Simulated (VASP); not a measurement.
Set up this calculation in VASP 6.6.1, as the native input.

- Task: single point
- Functional: LDA
- Potentials or basis: VASP PAW LDA potentials, release 64 (In_d, P)
- Cutoff: 520 eV
- k mesh: 12 × 12 × 12
- Occupations: gaussian, width 0.05 eV
- Spin: no spin polarisation
- Dipole correction: no
- Further INCAR settings: ALGO = Normal; EDIFF = 1e-07; NBANDS = 16

The structure of InP lies in POSCAR:

```
InP
1.0
    0.0000000000      2.8336085853      2.8336085853
    2.8336085853      0.0000000000      2.8336085853
    2.8336085853      2.8336085853      0.0000000000
In P
1 1
Direct
    0.0000000000      0.0000000000      0.0000000000
    0.7500000000      0.7500000000      0.7500000000
```

This cell differs from its parent crystal: volume 22.752 Å^3 an atom, c/a of the conventional cell 1.0000.

The input as run:

INCAR

```
  ALGO = Normal
  EDIFF = 1E-7
  ENCUT = 520
  GGA = CA
  ISIF = 2
  ISMEAR = 0
  LASPH = T
  LCHARG = T
  LELF = T
  LREAL = F
  LVHAR = T
  LWAVE = F
  NBANDS = 16
  NELM = 100
  PREC = Accurate
  SIGMA = 0.05
```

KPOINTS

```
k-points
0
Gamma
  12 12 12
```

Potentials or basis: VASP PAW LDA potentials, release 64 (In_d, P).

The run is started by

```bash
$ cat potpaw_LDA.64/In_d/POTCAR potpaw_LDA.64/P/POTCAR > POTCAR
$ mpirun -np 1 vasp_std > vasp.out
```

It gave:

The pressure is 7.2 GPa and the band gap on the k mesh is 1.05 eV, direct.

Caveat: spin-orbit coupling is left out, which moves the levels of the heavy elements.

It took 49 s on 1 thread of Intel(R) Xeon(R) Platinum 8259CL CPU @ 2.50GHz (Skylake/Cascade Lake) (shared host), peak memory 0.18 GiB.
